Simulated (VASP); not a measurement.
Here is a VASP 6.6.1 calculation.

The input INCAR:

```
SYSTEM = SrCd
PREC     = Accurate       ! precision mode
ENCUT    = 520            ! plane-wave cutoff, eV
EDIFF    = 1E-7           ! SCF threshold, eV
ISMEAR   = -1             ! smearing method
SIGMA    = 0.08           ! smearing width, eV
LREAL    = .FALSE.        ! projectors in reciprocal space
LASPH    = .TRUE.         ! aspherical terms in the spheres
NELM     = 100            ! most SCF steps
ALGO     = Normal         ! electronic algorithm
ISIF     = 2              ! what is computed and relaxed
LWAVE    = .FALSE.        ! write WAVECAR
LCHARG   = .TRUE.         ! write CHGCAR
GGA      = CA             ! functional
LELF     = .TRUE.         ! ELF
LVHAR    = .TRUE.       
NBANDS   = 18             ! bands
```

The input KPOINTS:

```
Automatic mesh
0
G
  10 10 10
  0 0 0
```

The input POSCAR:

```
SrCd
1.0
    4.0295107064      0.0000000000      0.0000000000
    0.0000000000      4.0295107064      0.0000000000
    0.0000000000      0.0000000000      4.0295107064
Sr Cd
1 1
Direct
    0.5000000000      0.5000000000      0.5000000000
    0.0000000000      0.0000000000      0.0000000000
```

Potentials or basis: VASP PAW LDA potentials, release 64 (Sr_sv, Cd).

Command:

```bash
$ cat potpaw_LDA.64/Sr_sv/POTCAR potpaw_LDA.64/Cd/POTCAR > POTCAR
$ mpirun -np 1 vasp_std > vasp.out
```

**Question.** What does it give for the band gap on the k mesh?

**Answer.** Zero (band 11 reaches 3.30 eV, above the bottom of band 12 at 1.23 eV).

**Question.** What does it give for the pressure?

**Answer.** -2.4 GPa.
